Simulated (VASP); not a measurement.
Input of a VASP 6.6.1 run:

File INCAR:

```
PREC = Accurate
ENCUT = 520
EDIFF = 1E-6
ISMEAR = 0
SIGMA = 0.1
LREAL = F
LASPH = T
NELM = 200
ALGO = Normal
ISIF = 2
LWAVE = F
LCHARG = T
ISPIN = 2
MAGMOM = 0 0 0 0 0 0 0 0 0 0 0 0 0 0 0 0 0 0 0 0 0 0 0 0 1 0
LORBIT = 11
LDIPOL = T
IDIPOL = 3
DIPOL = 0.5 0.5 0.293
GGA = PE
LVHAR = T
LVACPOTAV = T
NBANDS = 52
GGA_COMPAT = F
NELMDL = -8
KPAR = 4
```

File KPOINTS:

```
Automatic mesh
0
Gamma
  6 4 1
```

Contents of POSCAR:

```
Be24NO
1.0
    4.5254381411      0.0000000000      0.0000000000
    0.0000000000      7.1336190820      0.0000000000
    0.0000000000      0.0000000000     22.3685529248
Be N O
24 1 1
Direct
    0.0000000000      0.3750000000      0.1788224752
    0.0000000000      0.8750000000      0.1788224752
    0.5000000000      0.3750000000      0.1788224752
    0.5000000000      0.8750000000      0.1788224752
    0.2500000000      0.1250000000      0.2080237711
    0.2500000000      0.6250000000      0.2080237711
    0.7500000000      0.1250000000      0.2080237711
    0.7500000000      0.6250000000      0.2080237711
    0.2500000000      0.3750000000      0.2664263628
    0.2500000000      0.8750000000      0.2664263628
    0.7500000000      0.3750000000      0.2664263628
    0.7500000000      0.8750000000      0.2664263628
    0.0000000000      0.1250000000      0.2903069137
    0.0000000000      0.6250000000      0.2903069137
    0.5000000000      0.1250000000      0.2903069137
    0.5000000000      0.6250000000      0.2903069137
    0.0000000000      0.3750000000      0.3546814205
    0.0000000000      0.8750000000      0.3546814205
    0.5000000000      0.3750000000      0.3546814205
    0.5000000000      0.8750000000      0.3546814205
    0.2500000000      0.1250000000      0.3741213369
    0.2500000000      0.6250000000      0.3741213369
    0.7500000000      0.1250000000      0.3741213369
    0.7500000000      0.6250000000      0.3741213369
    0.7500000000      0.4583333333      0.4604031812
    0.8849191768      0.5932525101      0.4740565665
```

Potentials or basis: VASP PAW PBE potentials, release 64 (Be, N, O).

Command:

```sh
$ cat potpaw_PBE.64/Be/POTCAR potpaw_PBE.64/N/POTCAR potpaw_PBE.64/O/POTCAR > POTCAR
$ mpirun -np 4 vasp_std > vasp.out
```

(1) What does it give for the net moment?

(2) Predict the largest force.

Answers

(1) 0.00 μB per cell.

(2) 1.407 eV/Å.

Caveat: the standard files for N, O and F lose accuracy on very short bonds.
